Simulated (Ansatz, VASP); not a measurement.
# Sn in VASP and in Ansatz

```
Sn
1.0
     0.00000    2.57241    2.56117
     2.10842    0.00000    2.56117
     2.10842    2.57241    0.00000
Sn
1
Cartesian
  0.0000 0.0000 0.0000
```

Alike in both runs: functional PBE; k mesh 20 × 20 × 20; occupations gaussian, width 0.1 eV; no spin polarisation.

Ansatz relaxed the structure, and its values are those at the end. VASP's run is a single point on that final structure, the one shown.

```csv
,VASP,Ansatz
version,VASP 6.6.1,Ansatz 0.2.0
potentials or method,"VASP PAW PBE potentials, release 64 (Sn_d), cutoff 520 eV","scalar-relativistic, plane waves, PAW"
valence electrons in the cell,14,14
```

```tsv
	VASP	Ansatz	Ansatz less VASP
gap on the k mesh at the Fermi level (eV)	none	none	-
pressure (GPa)	0.1	0.0	-0.03
```

A gap of «none» marks a metal or a gap that the smearing closes. The functional is the same, so the differences come from potentials, cutoffs and numerics.
